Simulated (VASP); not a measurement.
**Al13Cu11: single point with PBE**

System: Al13Cu11.

```
CELL_PARAMETERS angstrom
7.14523 0.02721 -0.27959
0.02721 7.04592 0.04167
-0.27959 0.04167 7.03138
ATOMIC_POSITIONS crystal
Al 0.16539 0.64882 0.09239
Al 0.55700 0.50120 0.24131
Al 0.49703 0.01687 0.81871
Al 0.61910 0.83137 0.47160
Al 0.09361 0.18700 0.60622
Al 0.60710 0.36397 0.89405
Al 0.24291 0.26629 0.99645
Al 0.87159 0.55283 0.48167
Al 0.72145 0.14348 0.25112
Al 0.27994 0.76930 0.48846
Al 0.43767 0.19631 0.44984
Al 0.89681 0.08570 0.93779
Al 0.41047 0.94888 0.16020
Cu 0.92327 0.87592 0.46744
Cu 0.45252 0.67167 0.91269
Cu 0.13994 0.88046 0.80839
Cu 0.09893 0.05927 0.23780
Cu 0.53048 0.52513 0.57541
Cu 0.73315 0.16350 0.61069
Cu 0.97049 0.44157 0.81439
Cu 0.91423 0.40689 0.14625
Cu 0.78404 0.76577 0.78807
Cu 0.21935 0.42109 0.37891
Cu 0.77047 0.76112 0.14054
```

* Program: VASP 6.6.1
* Task: single point
* Functional: PBE
* Potentials or basis: VASP PAW PBE potentials, release 64 (Al, Cu)
* Cutoff: 400 eV
* k mesh: 1 × 1 × 1, shifted
* Occupations: fermi-dirac, width 0.056 eV
* Spin: no spin polarisation

```
Pressure      : 1.5 GPa
Largest force : 2.455 eV/Å
```

Forces in eV/Å, atoms in the order of the input:
```
Al  -0.601  0.137  0.222
Al  -0.650 -0.213 -0.787
Al  -0.056 -0.154 -0.887
Al  -0.895  1.109 -0.350
Al  -0.197 -0.166 -0.405
Al   0.614  0.068  0.019
Al   0.592  0.255  0.125
Al   0.548 -1.282 -0.296
Al   0.332 -0.520  0.370
Al  -1.112  0.315  0.202
Al  -0.166 -1.165  0.099
Al  -0.293 -0.211 -0.352
Al   0.150 -0.762  0.141
Cu   1.866  1.570  0.277
Cu  -0.123  0.253 -0.305
Cu   0.566 -0.321 -0.137
Cu   0.114  0.158  0.469
Cu  -0.190 -0.472  1.047
Cu   0.478  0.140  0.627
Cu   0.021  0.121 -0.361
Cu  -0.204 -0.004  0.323
Cu   0.104 -0.386  0.132
Cu  -0.911  1.025 -0.542
Cu   0.012  0.503  0.367
```

Stress tensor (GPa, compression positive):
```
 0.98 -3.39 -3.37
-3.39  2.58 -4.90
-3.37 -4.90  1.07
```

Levels at points of the mesh, in eV from the Fermi level:
| k point | band 77 | band 78 | band 79 | band 80 | band 81 | band 82 | band 83 | band 84 |
| --- | --- | --- | --- | --- | --- | --- | --- | --- |
| (0.25, 0.25, 0.25) | -0.65 | -0.49 | -0.29 | -0.15 | 0.15 | 0.28 | 0.71 | 0.90 |

Run time: 66 s on 1 thread of Intel(R) Xeon(R) Platinum 8375C CPU @ 2.90GHz (Ice Lake), on a shared host, peak memory 0.31 GiB.

Caveat: the atoms stand as in a frame of molecular dynamics.
